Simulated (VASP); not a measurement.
A run of VASP 6.6.1 is set up as follows.

INCAR

```
SYSTEM = In6O
  PREC = Accurate
  ENCUT = 520
  EDIFF = 1E-7
  ISMEAR = 0
  SIGMA = 0.2
  LREAL = .FALSE.
  LASPH = .TRUE.
  NELM = 60
  ALGO = Normal
  ISIF = 2
  LWAVE = .FALSE.
  LCHARG = .FALSE.
  GGA = PE
  NBANDS = 97
```

Contents of KPOINTS:

```
Automatic mesh
0
G
  3 3 2
  0 0 0
```

File POSCAR:

```
In6O
1.0
    5.7589107338      0.0000000000      0.0000000000
   -2.8794553669      4.9873629936      0.0000000000
    0.0000000000      0.0000000000     12.0008605737
In O
12 2
Direct
    0.6614244618      0.6736014501      0.6259467631
    1.0121769882      0.6736014501      0.8740532369
    0.3263985499      0.3385755382      0.8740532369
    1.0121769882      0.3385755382      0.6259467631
    0.6614244618     -0.0121769882      0.8740532369
    0.3263985499     -0.0121769882      0.6259467631
   -0.0121769882      0.6614244618      0.3740532369
    0.3385755382      1.0121769882      0.1259467631
   -0.0121769882      0.3263985499      0.1259467631
    0.6736014501      1.0121769882      0.3740532369
    0.6736014501      0.6614244618      0.1259467631
    0.3385755382      0.3263985499      0.3740532369
    0.6666666667      0.3333333333      0.7500000000
    0.3333333333      0.6666666667      0.2500000000
```

Potentials or basis: VASP PAW PBE potentials, release 64 (In_d, O).

Launch:

```console
$ cat potpaw_PBE.64/In_d/POTCAR potpaw_PBE.64/O/POTCAR > POTCAR
$ mpirun -np 1 vasp_std > vasp.out
```

(1) Predict the pressure.

(2) Estimate the largest force.

(3) Predict the band gap on the k mesh.

Answers

(1) -0.1 GPa.

(2) 0.027 eV/Å.

(3) zero (band 84 reaches 7.60 eV, above the bottom of band 85 at 6.77 eV).

Caveat: the k points lie up to 0.42 Å⁻¹ apart; spin-orbit coupling is left out, which moves the levels of the heavy elements.
